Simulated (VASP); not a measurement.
Wanted: the native input for a VASP 6.6.1 run.

```yaml
Task: single point
Functional: PBEsol
Potentials_or_basis: VASP PAW PBE potentials, release 64 (Bi_d)
Cutoff: 520 eV
k_mesh: 20 × 20 × 20
Occupations: gaussian, width 0.05 eV
Spin: no spin polarisation
Dipole_correction: no
Further_INCAR_settings: ALGO = Normal; EDIFF = 1e-06; NBANDS = 14
```

The structure of Bi lies in POSCAR:

```
Bi
1.0
   -1.7590854207      1.7590854207      1.7590854207
    1.7590854207     -1.7590854207      1.7590854207
    1.7590854207      1.7590854207     -1.7590854207
Bi
1
Direct
    0.0000000000      0.0000000000      0.0000000000
```

One way to write it, as run:

INCAR

```
PREC = Accurate ; ENCUT = 520
EDIFF = 1E-6 ; ISMEAR = 0
SIGMA = 0.05 ; LREAL = False
LASPH = True ; NELM = 60
ALGO = Normal ; ISIF = 2
LWAVE = False ; LCHARG = False
GGA = PS ; NBANDS = 14
```

KPOINTS

```
regular mesh
0
Gamma
  20 20 20
```

Potentials or basis: VASP PAW PBE potentials, release 64 (Bi_d).

Command:

```sh
$ cat potpaw_PBE.64/Bi_d/POTCAR > POTCAR
$ mpirun -np 1 vasp_std > vasp.out
```

Results of the run:

```yaml
Pressure: 40.7 GPa
```

Caveat: the PAW data sets were made with another functional, which shifts forces and pressure a little.

It took 26 s on 1 thread of Intel Xeon 6975P-C (shared host), peak memory 0.19 GiB.
